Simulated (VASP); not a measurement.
Input of a VASP 6.6.1 run:

File INCAR:

```
SYSTEM = MgS
PREC = Accurate
ENCUT = 400
EDIFF = 1E-6
ISMEAR = -1
SIGMA = 0.0388
LREAL = Auto
LASPH = .TRUE.
NELM = 120
ALGO = Normal
ISIF = 2
LWAVE = .FALSE.
LCHARG = .FALSE.
GGA = PE
NBANDS = 46
GGA_COMPAT = .FALSE.
ISYM = -1
```

Contents of KPOINTS:

```
explicit points
4
Reciprocal
  0.25000000   0.25000000   0.25000000 2
  0.25000000   0.25000000   0.75000000 2
  0.25000000   0.75000000   0.25000000 2
  0.25000000   0.75000000   0.75000000 2
```

Contents of POSCAR:

```
MgS
1.0
    5.2205868380      0.0000000000     -5.2205868380
    0.0000000000      5.2205868380     -5.2205868380
    5.2205868380      5.2205868380      0.0000000000
Mg S
8 8
Direct
    0.4926699009      0.4897196578      0.0223639609
    0.4875916404      0.4865904119      0.4959184820
    0.5170710849      0.0029836684     -0.0052989254
    0.5075604682      0.0165635594      0.4953313833
    0.0150493618      0.5095073758     -0.0099535745
   -0.0057460015      0.4994360942      0.5071390597
   -0.0014458145     -0.0056593255     -0.0225114539
   -0.0055167170     -0.0165218016      0.5110949368
    0.2364870154      0.2547795950      0.7514002011
    0.2454433840      0.2579866099      0.2561877700
    0.2861596879      0.7467079125      0.7225054610
    0.2290789402      0.7552837683      0.2655725387
    0.7410355617      0.2578421817      0.7435912131
    0.7619326377      0.2543745639      0.2489655934
    0.7393266542      0.7465796702      0.7676891745
    0.7550521852      0.7396217360      0.2485731088
```

Potentials or basis: VASP PAW PBE potentials, release 64 (Mg, S).

Run with:

```console
$ cat potpaw_PBE.64/Mg/POTCAR potpaw_PBE.64/S/POTCAR > POTCAR
$ mpirun -np 1 vasp_std > vasp.out
```

Problem. What does it give for the band gap on the k mesh?

Solution. 3.39 eV.

Problem. Estimate the largest force.

Solution. 1.004 eV/Å.

Problem. Predict the pressure.

Solution. 0.6 GPa.

Stress tensor (GPa, compression positive):
```
 0.34 -0.22  0.37
-0.22  0.71  0.14
 0.37  0.14  0.65
```

Caveat: the atoms stand as in a frame of molecular dynamics; a shifted mesh leaves out Γ, where band edges can lie; forces of over 1 eV/Å act on the atoms, so gaps and moduli don't describe the material at rest. A k mesh can miss the band edges.
